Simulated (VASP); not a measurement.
Runs of VASP 6.6.1 on GdN. The structure is that of space group Fm-3m (No. 225), or close to it. The cells are those of the table. 

```csv
level,cell,gap on the mesh (eV),pressure (GPa),moment (μB)
PBE,"a = 3.525 Å, angles 60.0°, 2 atoms",none,0.2,7.00
LDA,"a = 3.525 Å, angles 60.0°, 2 atoms",none,(a),7.00
PBE,"a = 3.549 Å, angles 60.0°, 2 atoms",none,-2.9,7.00
PBEsol,"a = 3.525 Å, angles 60.0°, 2 atoms",none,(b),7.00
PBE,"a = 3.572 Å, angles 60.0°, 2 atoms",none,-5.4,7.00
PBE,"a = 3.606 Å, angles 60.0°, 2 atoms",none,-8.7,7.00
PBE,"a = 3.459 Å, angles 60.0°, 2 atoms",none,9.4,7.00
```

Alike in all rows: task single point; potentials or basis VASP PAW PBE potentials, release 64 (Gd, N); spin collinear, ferromagnetic start; k mesh 12 × 12 × 12; cutoff (eV) 520; smearing gaussian 0.05 eV.

**Question.** Fill in the values left out.

**Answer.** (a) -8.9; (b) -5.6.

Caveats: spin-orbit coupling is left out, which moves the levels of the heavy elements; a cell with one magnetic atom can't hold antiferromagnetic order, which such compounds often take; semilocal functionals describe open f shells poorly, which spoils levels, moments and volumes; the cell stands under tension (at least some runs); the PAW data sets were made with another functional, which shifts forces and pressure a little (at least some runs); the cell stands under pressure (at least some runs).

A k mesh can miss the band edges, and the runs leave out spin-orbit coupling on Gd.

A gap of «none» marks levels without a gap at the run's occupations.
